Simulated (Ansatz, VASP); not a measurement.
## B in VASP and in Ansatz

Contents of INCAR:

```
SYSTEM = B
  PREC = Accurate
  ENCUT = 520
  EDIFF = 1E-7
  ISMEAR = -1
  SIGMA = 0.1
  LREAL = .FALSE.
  LASPH = .TRUE.
  NELM = 100
  ALGO = Normal
  ISIF = 2
  LWAVE = .FALSE.
  LCHARG = .TRUE.
  GGA = B5
  ALDAX = 1.0
  AGGAX = 1.0
  AGGAC = 1.0
  ALDAC = 0.0
  LELF = .TRUE.
  LVHAR = .TRUE.
  NBANDS = 8
```

Contents of KPOINTS:

```
Automatic mesh
0
G
  21 21 21
  0 0 0
```

POSCAR

```
B
1.0
   -1.1568069318      1.1568069318      1.1568069318
    1.1568069318     -1.1568069318      1.1568069318
    1.1568069318      1.1568069318     -1.1568069318
B
1
Direct
    0.0000000000      0.0000000000      0.0000000000
```

Input for Ansatz:

```yaml
crystal:
  lattice:
    - [-1.1568069318, 1.1568069318, 1.1568069318]
    - [1.1568069318, -1.1568069318, 1.1568069318]
    - [1.1568069318, 1.1568069318, -1.1568069318]
  atoms:
    - { symbol: B, position: [0.0, 0.0, 0.0] }
hamiltonian:
  xc: blyp
  pseudopotentials:
    kind: paw
    azcp:
      B: "pseudopotentials/B.paw.azcp"
basis:
  ecutwfc: 420
  fft_grid_basis: typed
kpoints:
  mp_grid: { grid: [21, 21, 21], shift: [0, 0, 0] }
magnetization:
  spin_polarized: false
scf:
  occupations: { method: fermi_dirac, width: 0.1 }
  lower_state_search: "off"
output:
  stress: true
```

Alike in both runs: task single point; functional BLYP; k mesh 21 × 21 × 21; occupations fermi-dirac, width 0.1 eV; no spin polarisation.

|  | VASP | Ansatz |
| --- | --- | --- |
| version | VASP 6.6.1 | Ansatz 0.2.0 |
| potentials or method | VASP PAW PBE potentials, release 64 (B), cutoff 520 eV | plane waves (420 eV) with PAW, scalar-relativistic |
| valence electrons in the cell | 3 | 3 |

```tsv
	VASP	Ansatz	Ansatz less VASP
pressure (GPa)	7.8	7.7	-0.04
```

VASP's potentials were made for PBE, not for BLYP. The functional is the same, so the differences come from potentials, cutoffs and numerics.
